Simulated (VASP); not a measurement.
# BeTe (F-43m) in VASP: a series of runs

Runs on BeTe. Level: PBEsol. Tasks: vibrations by perturbation theory.

Everything below comes from runs of VASP 6.6.1. Logs are shortened: lines on timing, memory, paths and dates and some standing lists are left out, and cuts for length are marked.

### Step 1. The cell of the first run

Symmetry: F-43m, No. 216, cubic system. Conventional cell: a = 5.606 Å, b = 5.606 Å, c = 5.606 Å, α = 90.00°, β = 90.00°, γ = 90.00°. Be (site symmetry -43m) has 4 Te at 2.43 Å within 3.2 Å. Within 3.2 Å of Te (site symmetry -43m) lie 4 Be at 2.43 Å.

### Step 2. Vibrations by perturbation theory, PBEsol

Contents of INCAR:

```
PREC = Accurate
ENCUT = 520
EDIFF = 1E-8
ISMEAR = 0
SIGMA = 0.01
LREAL = F
LASPH = T
NELM = 60
ALGO = Normal
ISIF = 2
LWAVE = F
LCHARG = F
GGA = PS
IBRION = 8
NSW = 1
LEPSILON = T
```

Contents of KPOINTS:

```
regular mesh
0
Gamma
  6 6 6
```

Contents of POSCAR:

```
BeTe
1.0
    0.0000000000      2.8027857658      2.8027857658
    2.8027857658      0.0000000000      2.8027857658
    2.8027857658      2.8027857658      0.0000000000
Be Te
1 1
Direct
    0.0000000000      0.0000000000      0.0000000000
    0.7500000000      0.7500000000      0.7500000000
```

Potentials or basis: VASP PAW PBE potentials, release 64 (Be, Te).

On the command line:

```
> cat potpaw_PBE.64/Be/POTCAR potpaw_PBE.64/Te/POTCAR > POTCAR
> mpirun -np 1 vasp_std > vasp.out
```

OUTCAR:

```text
PREC = Accurate
   ENCUT = 520
   EDIFF = 1E-8
   ISMEAR = 0
   LREAL = F
   LASPH = T
   NELM = 60
   ISIF = 2
   GGA = PS
   IBRION = 8
   NSW = 1
   LEPSILON = T

 ion  position               nearest neighbor table
   1  0.000  0.000  0.000-   2 2.43   2 2.43   2 2.43   2 2.43
   2  0.750  0.750  0.750-   1 2.43   1 2.43   1 2.43   1 2.43

  LATTYP: Found a face centered cubic cell.
 ALAT       =     5.6055715316

  Lattice vectors:

 A1 = (   0.0000000000,   2.8027857658,   2.8027857658)
 A2 = (   2.8027857658,   0.0000000000,   2.8027857658)
 A3 = (   2.8027857658,   2.8027857658,   0.0000000000)

Analysis of symmetry for initial positions (statically):
=====================================================================
 Subroutine PRICEL returns:
 Original cell was already a primitive cell.

 Routine SETGRP: Setting up the symmetry group for a
 face centered cubic supercell.

 Subroutine GETGRP returns: Found 24 space group operations
 (whereof 24 operations were pure point group operations)
 out of a pool of 48 trial point group operations.

The static configuration has the point symmetry T_d .

Analysis of symmetry for dynamics (positions and initial velocities):
=====================================================================
 Subroutine PRICEL returns:
 Original cell was already a primitive cell.

 Routine SETGRP: Setting up the symmetry group for a
 face centered cubic supercell.

 Subroutine GETGRP returns: Found 24 space group operations
 (whereof 24 operations were pure point group operations)
 out of a pool of 48 trial point group operations.

The dynamic configuration has the point symmetry T_d .

 Subroutine INISYM returns: Found 24 space group operations
 (whereof 24 operations are pure point group operations),
 and found     1 'primitive' translations

----------------------------------------------------------------------------------------
[... 396 lines left out ...]
     0.00000  0.01293  4.77560
     0.00000  4.77560  0.01293

 MACROSCOPIC STATIC DIELECTRIC TENSOR (including local field effects in DFT)
 ------------------------------------------------------
           8.133538     0.000000     0.000000
          -0.000000     8.133538     0.000000
           0.000000     0.000000     8.133538
 ------------------------------------------------------

 PIEZOELECTRIC TENSOR (including local field effects)  for field in x, y, z        (e  Angst)
          XX          YY          ZZ          XY          YZ          ZX
  --------------------------------------------------------------------------------
  x     0.00000    -0.00000     0.00000     0.00000     1.33975     0.00000
  y     0.00000     0.00000     0.00000     0.00000    -0.00000     1.33975
  z     0.00000     0.00000     0.00000     1.33975     0.00000     0.00000

 PIEZOELECTRIC TENSOR (including local field effects)  for field in x, y, z        (C/m^2)
          XX          YY          ZZ          XY          YZ          ZX
  --------------------------------------------------------------------------------
  x     0.00000    -0.00000     0.00000     0.00000     0.48746     0.00000
  y     0.00000     0.00000     0.00000     0.00000    -0.00000     0.48746
  z     0.00000     0.00000     0.00000     0.48746     0.00000     0.00000

 BORN EFFECTIVE CHARGES (including local field effects) (in |e|, cummulative output)
 ---------------------------------------------------------------------------------
 ion    1
    1     1.36967     0.00000     0.00000
    2    -0.00000     1.36967     0.00000
    3    -0.00000    -0.00000     1.36967
 ion    2
    1    -1.36967    -0.00000     0.00000
    2     0.00000    -1.36967    -0.00000
    3     0.00000     0.00000    -1.36967

 INTERNAL STRAIN TENSOR FOR ION    2 for displacements in x,y,z  (eV/Angst):
          X           Y           Z          XY          YZ          ZX
  --------------------------------------------------------------------------------
  x    -0.00000     0.00000     0.00000     0.00000     4.77560     0.00000
  y     0.00000    -0.00000     0.00000     0.00000     0.00000     4.77560
  z     0.00000     0.00000    -0.00000     4.77560     0.00000     0.00000

 SECOND DERIVATIVES (NOT SYMMETRIZED)
 ------------------------------------
               1X          1Y          1Z          2X          2Y          2Z
  1X    -6.959542    0.000000    0.000000    6.959542    0.000000    0.000000
  1Y     0.000000   -6.959542    0.000000    0.000000    6.959542    0.000000
  1Z     0.000000    0.000000   -6.959542    0.000000    0.000000    6.959542
  2X     6.957426    0.000000    0.000000   -6.957426    0.000000    0.000000
  2Y     0.000000    6.957426    0.000000    0.000000   -6.957426    0.000000
  2Z     0.000000    0.000000    6.957426    0.000000    0.000000   -6.957426

 Eigenvectors and eigenvalues of the dynamical matrix
 ----------------------------------------------------

   1 f  =   14.214209 THz    89.310508 2PiTHz  474.134970 cm-1    58.785218 meV
             X         Y         Z           dx          dy          dz
      0.000000  0.000000  0.000000     0.000000    0.966460    0.000000
      4.204179  4.204179  4.204179     0.000000   -0.256819    0.000000
[... 21 lines left out ...]
   6 f/i=    0.000536 THz     0.003371 2PiTHz    0.017896 cm-1     0.002219 meV
             X         Y         Z           dx          dy          dz
      0.000000  0.000000  0.000000     0.000000    0.000000   -0.256819
      4.204179  4.204179  4.204179     0.000000    0.000000   -0.966460

--------------------------------------------------------------------------------------------------------

 MACROSCOPIC STATIC DIELECTRIC TENSOR IONIC CONTRIBUTION
 ------------------------------------------------------
           1.107857     0.000000    -0.000000
           0.000000     1.107857    -0.000000
          -0.000000    -0.000000     1.107857
 ------------------------------------------------------

 ELASTIC MODULI CONTR FROM IONIC RELAXATION (kBar)
 Direction    XX          YY          ZZ          XY          YZ          ZX
 --------------------------------------------------------------------------------
 XX          -0.0000     -0.0000      0.0000     -0.0000      0.0000      0.0000
 YY          -0.0000     -0.0000     -0.0000     -0.0000      0.0000      0.0000
 ZZ           0.0000     -0.0000     -0.0000      0.0000     -0.0000      0.0000
 XY          -0.0000     -0.0000      0.0000   -125.4084      0.0000      0.0000
 YZ           0.0000      0.0000     -0.0000      0.0000   -125.4084     -0.0000
 ZX           0.0000      0.0000      0.0000      0.0000     -0.0000   -125.4084
 --------------------------------------------------------------------------------

 PIEZOELECTRIC TENSOR IONIC CONTR  for field in x, y, z        (C/m^2)
          XX          YY          ZZ          XY          YZ          ZX
  --------------------------------------------------------------------------------
  x     0.00000     0.00000    -0.00000     0.00000    -0.35073    -0.00000
  y     0.00000     0.00000     0.00000     0.00000    -0.00000    -0.35073
  z    -0.00000    -0.00000     0.00000    -0.35073     0.00000     0.00000
```

Wall time 5.2 min (1 thread of AMD EPYC 7R13, shared host); peak memory 0.19 GiB.

What came out:

```yaml
Electronic_dielectric_tensor_diagonal: 8.13
Born_charges_mean_of_the_diagonal: Be +1.37; Te -1.37 e
Highest_phonon_frequency_at_Γ_LO-TO_splitting_left_out: 474 cm⁻¹
```

Phonon frequencies in cm⁻¹ (negative: imaginary):
```csv
q point,frequencies
"(0.000, 0.000, 0.000)",0 0 0 474 474 474
```

Electronic dielectric tensor:
```
8.13 0.00 0.00
0.00 8.13 0.00
0.00 0.00 8.13
```

Born effective charge tensors (e):
atom 1, Be
```
1.37 0.00 0.00
0.00 1.37 0.00
0.00 0.00 1.37
```
atom 2, Te
```
-1.37  0.00  0.00
 0.00 -1.37  0.00
 0.00  0.00 -1.37
```

Caveat: spin-orbit coupling is left out, which moves the levels of the heavy elements.

### Step 3. Vibrations by perturbation theory, PBEsol (volume scaled by 1.015)

Contents of INCAR:

```
SYSTEM = BeTe
ALGO = Normal
EDIFF = 1E-8
ENCUT = 520
GGA = PS
IBRION = 8
ISIF = 2
ISMEAR = 0
LASPH = .True.
LCHARG = .True.
LREAL = .False.
LWAVE = .False.
NELM = 60
NSW = 1
PREC = Accurate
SIGMA = 0.01
```

Contents of KPOINTS:

```
k-points
0
Gamma
  6 6 6
  0 0 0
```

Contents of POSCAR:

```
BeTe
1.0
    0.0000000000      2.8167302032      2.8167302032
    2.8167302032      0.0000000000      2.8167302032
    2.8167302032      2.8167302032      0.0000000000
Be Te
1 1
Direct
    0.0000000000      0.0000000000      0.0000000000
    0.7500000000      0.7500000000      0.7500000000
```

Potentials or basis: VASP PAW PBE potentials, release 64 (Be, Te).

On the command line:

```
> cat potpaw_PBE.64/Be/POTCAR potpaw_PBE.64/Te/POTCAR > POTCAR
> mpirun -np 1 vasp_std > vasp.out
```

OUTCAR:

```text
SYSTEM = BeTe
   EDIFF = 1E-8
   ENCUT = 520
   GGA = PS
   IBRION = 8
   ISIF = 2
   ISMEAR = 0
   LASPH = .True.
   LREAL = .False.
   NELM = 60
   NSW = 1
   PREC = Accurate

 ion  position               nearest neighbor table
   1  0.000  0.000  0.000-   2 2.44   2 2.44   2 2.44   2 2.44
   2  0.750  0.750  0.750-   1 2.44   1 2.44   1 2.44   1 2.44

  LATTYP: Found a face centered cubic cell.
 ALAT       =     5.6334604064

  Lattice vectors:

 A1 = (   0.0000000000,   2.8167302032,   2.8167302032)
 A2 = (   2.8167302032,   0.0000000000,   2.8167302032)
 A3 = (   2.8167302032,   2.8167302032,   0.0000000000)

Analysis of symmetry for initial positions (statically):
=====================================================================
 Subroutine PRICEL returns:
 Original cell was already a primitive cell.

[... 396 lines left out ...]

 INTERNAL STRAIN TENSOR  FOR ION    2  DIRECTION 1   (eV/Angst):
 -----------------------------------------------------------------------------
    -0.01594  0.00000  0.00000
     0.00000  0.01275  4.36835
     0.00000  4.36835  0.01275

 INTERNAL STRAIN TENSOR FOR ION    2 for displacements in x,y,z  (eV/Angst):
          X           Y           Z          XY          YZ          ZX
  --------------------------------------------------------------------------------
  x    -0.00000     0.00000     0.00000     0.00000     4.36835     0.00000
  y     0.00000    -0.00000     0.00000     0.00000     0.00000     4.36835
  z     0.00000     0.00000    -0.00000     4.36835     0.00000     0.00000

 SECOND DERIVATIVES (NOT SYMMETRIZED)
 ------------------------------------
               1X          1Y          1Z          2X          2Y          2Z
  1X    -6.682060    0.000000    0.000000    6.682060    0.000000    0.000000
  1Y     0.000000   -6.682060    0.000000    0.000000    6.682060    0.000000
  1Z     0.000000    0.000000   -6.682060    0.000000    0.000000    6.682060
  2X     6.680411    0.000000    0.000000   -6.680411    0.000000    0.000000
  2Y     0.000000    6.680411    0.000000    0.000000   -6.680411    0.000000
  2Z     0.000000    0.000000    6.680411    0.000000    0.000000   -6.680411

 Eigenvectors and eigenvalues of the dynamical matrix
 ----------------------------------------------------

   1 f  =   13.927988 THz    87.512127 2PiTHz  464.587658 cm-1    57.601502 meV
             X         Y         Z           dx          dy          dz
      0.000000  0.000000  0.000000     0.000000    0.966458    0.000000
      4.225095  4.225095  4.225095     0.000000   -0.256826    0.000000
[... 21 lines left out ...]
   6 f/i=    0.000427 THz     0.002681 2PiTHz    0.014231 cm-1     0.001764 meV
             X         Y         Z           dx          dy          dz
      0.000000  0.000000  0.000000     0.000000    0.000000   -0.256826
      4.225095  4.225095  4.225095     0.000000    0.000000   -0.966458

--------------------------------------------------------------------------------------------------------

 ELASTIC MODULI CONTR FROM IONIC RELAXATION (kBar)
 Direction    XX          YY          ZZ          XY          YZ          ZX
 --------------------------------------------------------------------------------
 XX          -0.0000      0.0000      0.0000     -0.0000      0.0000      0.0000
 YY           0.0000     -0.0000     -0.0000     -0.0000     -0.0000      0.0000
 ZZ           0.0000     -0.0000     -0.0000      0.0000     -0.0000      0.0000
 XY          -0.0000     -0.0000      0.0000   -108.0469      0.0000      0.0000
 YZ           0.0000     -0.0000     -0.0000      0.0000   -108.0469      0.0000
 ZX           0.0000      0.0000      0.0000      0.0000      0.0000   -108.0469
 --------------------------------------------------------------------------------
```

OSZICAR:

```text
N       E                     dE             d eps       ncg     rms          rms(c)
DAV:   1     0.224317886800E+02    0.22432E+02   -0.34053E+03   256   0.812E+02
DAV:   2    -0.747284156281E+01   -0.29905E+02   -0.28506E+02   336   0.103E+02
DAV:   3    -0.833799379565E+01   -0.86515E+00   -0.86515E+00   328   0.233E+01
[... 39 lines left out ...]
RMM:   6    -0.448874137806E-01    0.10877E-04    0.33121E-06  1203   0.191E-03    0.400E-04
RMM:   7    -0.448863239572E-01    0.10898E-05    0.62005E-07  1281   0.312E-04    0.150E-04
RMM:   8    -0.448869806317E-01   -0.65667E-06   -0.14006E-08  1208   0.167E-04    0.463E-05
RMM:   9    -0.448866856818E-01    0.29495E-06    0.50014E-08  1293   0.417E-05    0.286E-05
RMM:  10    -0.448866998374E-01   -0.14156E-07    0.16601E-08  1290   0.153E-05    0.454E-06
RMM:  11    -0.448867064242E-01   -0.65868E-08   -0.82418E-09  1239   0.251E-06    0.112E-06
 Linear response finished
```

stdout:

```text
POSCAR found type information on POSCAR BeTe
 POSCAR found :  2 types and       2 ions
 scaLAPACK will be used
 -----------------------------------------------------------------------------
|                                                                             |
|                                                                             |
|     You enforced a specific xc type in the INCAR file but a different       |
|     I HOPE YOU KNOW WHAT YOU ARE DOING!                                     |
|                                                                             |
 -----------------------------------------------------------------------------

 LDA part: xc-table for (Slater+PW92), standard interpolation
 POSCAR, INCAR and KPOINTS ok, starting setup
 FFT: planning ... GRIDC
 FFT: planning ... GRID_SOFT
 FFT: planning ... GRID
 WAVECAR not read
 entering main loop
 Linear response reoptimize wavefunctions to high precision
 Linear response DOF=           2
 Linear response progress:
 first order change of Fermi-energy   0.48273E-04
 force on displaced ion       1 direction 1 :  -6.682   0.000   0.000
 Linear response progress:
 first order change of Fermi-energy   0.24415E-03
 force on displaced ion       2 direction 1 :  -6.680   0.000   0.000
 Linear response finished
```

Wall time 1.8 min (1 thread of AMD EPYC 7R13, shared host); peak memory 0.18 GiB.

Results:

```
Highest phonon frequency at Γ, LO-TO splitting left out : 465 cm⁻¹
```

Phonon frequencies in cm⁻¹ (negative: imaginary):
```csv
q point,frequencies
"(0.000, 0.000, 0.000)",0 0 0 465 465 465
```

Caveat: spin-orbit coupling is left out, which moves the levels of the heavy elements.

[end of part 1 of 2]
